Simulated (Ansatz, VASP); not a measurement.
This is a calculation of Au for VASP 6.6.1.

File INCAR:

```
PREC = Accurate
ENCUT = 600
EDIFF = 1E-6
ISMEAR = -1
SIGMA = 0.05
LREAL = F
LASPH = T
NELM = 60
ALGO = Fast
ISIF = 3
LWAVE = F
LCHARG = F
GGA = RE
IBRION = 2
NSW = 60
EDIFFG = -0.01
```

Contents of KPOINTS:

```
Automatic mesh
0
Gamma
  11 11 11
```

The input POSCAR:

```
Au
1.0
   -1.6572690000      1.6572690000      1.6572690000
    1.6572690000     -1.6572690000      1.6572690000
    1.6572690000      1.6572690000     -1.6572690000
Au
1
Direct
    0.0000000000      0.0000000000      0.0000000000
```

Potentials or basis: VASP PAW PBE potentials, release 64 (Au).

Launch:

```bash
$ cat potpaw_PBE.64/Au/POTCAR > POTCAR
$ mpirun -np 1 vasp_std > vasp.out
```

Question: Set up the same calculation for Ansatz 0.2.0. Potentials there: Ansatz PAW.

Answer: As run (the cutoff follows the program's own potentials):

The input input.yaml:

```yaml
crystal:
  lattice:
    - [-1.657269, 1.657269, 1.657269]
    - [1.657269, -1.657269, 1.657269]
    - [1.657269, 1.657269, -1.657269]
  atoms:
    - { symbol: Au, position: [0.0, 0.0, 0.0] }
hamiltonian:
  xc: revpbe
  pseudopotentials: { kind: paw }
kpoints:
  mp_grid: { grid: [11, 11, 11] }
scf:
  occupations: { method: fermi_dirac, width: 0.05 }
output:
  forces: true
  stress: true
  eigenvalues: true
relax:
  f_tol: 0.01
  max_steps: 40
  cell: { stress_tol: 0.05 }
```

Potentials or basis: Ansatz PAW.

Command:

```console
$ ansatz run input.yaml --threads 2 --pin off --max-ram 5632MiB --backend cpu --events-out ev --progress --plain --runs-dir out
```

Both were run:

|  | VASP | Ansatz | Ansatz less VASP |
| --- | --- | --- | --- |
| gap on the k mesh at the Fermi level, each at its own relaxed structure (eV) | none | none | - |
| relaxed volume (Å³/atom) | 18.44 | 18.47 | +0.028 |
| relaxed cell length with the largest relative difference (Å) | 2.883 | 2.884 | +0.0015 |

VASP's potentials were made for PBE, not for revPBE. A gap of «none» marks a metal or a gap that the smearing closes. VASP's potentials hold 11 valence electrons a cell and Ansatz's 19, so a difference there can come from the potentials and not from the codes.

Spin-orbit coupling is off throughout. Noted on Ansatz's run: the plane-wave basis is chosen anew once the cell has moved, so the energies of steps on either side of that aren't comparable.
